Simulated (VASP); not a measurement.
## Cs: single point with PBE

Crystal: Cs.

```xyz
2
Lattice="0.0000 5.3052 5.3052 5.3052 0.0000 5.3052 5.3052 5.3052 0.0000" Properties=species:S:1:pos:R:3 pbc="T T T"
Cs   -1.3263   -1.3263   -1.3263
Cs    1.3263    1.3263    1.3263
```

This isn't the form of Cs at room conditions, which is bcc.

- Program: VASP 6.6.1
- Task: single point
- Functional: PBE
- Potentials or basis: VASP PAW PBE potentials, release 64 (Cs_sv)
- Cutoff: 520 eV
- k mesh: 6 × 6 × 6
- Occupations: fermi-dirac, width 0.08 eV
- Spin: no spin polarisation
- Dipole correction: no
- Further INCAR settings: ALGO = Normal; EDIFF = 1e-06; NBANDS = 16

The pressure is 0.2 GPa and the band gap on the k mesh is zero (bands 9 and 10 overlap by 0.16 eV).

Levels at points of the mesh, in eV from the Fermi level:
```tsv
k point	band 7	band 8	band 9	band 10	band 11	band 12
(0.00, 0.00, 0.00)	-11.08	-11.08	-1.50	1.26	1.26	1.40
(0.50, 0.00, 0.00)	-11.06	-11.06	-0.57	-0.01	1.05	1.05
(0.50, 0.50, 0.00)	-11.04	-11.04	0.04	0.04	0.57	0.57
```

Run time: 110 s on 1 thread of Intel Xeon 8259CL, with other jobs on the host, peak memory 0.44 GiB.

Caveat: spin-orbit coupling is left out, which moves the levels of the heavy elements.
